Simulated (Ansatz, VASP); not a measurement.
# Two plane-wave programs on Pt

```
Pt
1.0
     2.71940    0.00000    0.00000
    -1.35970    2.35507    0.00000
     0.00000    0.00000    4.64341
Pt
2
Direct
  0.66667 0.33333 0.75000
  0.33333 0.66667 0.25000
```

Alike in both runs: functional LDA; k mesh 11 × 11 × 6; occupations fermi-dirac, width 0.1 eV; no spin polarisation.

Ansatz relaxed the structure, and its values are those at the end. VASP's run is a single point on that final structure, the one shown.

|  | VASP | Ansatz |
| --- | --- | --- |
| version | VASP 6.6.1 | Ansatz 0.2.0 |
| potentials or method | VASP PAW LDA potentials, release 64 (Pt) | plane waves, PAW |
| plane-wave cutoff (eV) | 520 | 420 |
| valence electrons in the cell | 20 | 36 |

Ansatz gave:

* pressure (GPa): 0.0

Question: Which values does VASP return?

Answer: Pressure (GPa): 0.8.

LDA's correlation is that of Perdew and Zunger in VASP and of Perdew and Wang (1992) in Ansatz. VASP's potentials hold 20 valence electrons a cell and Ansatz's 36, so a difference there can come from the potentials and not from the codes.

Neither program's run includes spin-orbit coupling.
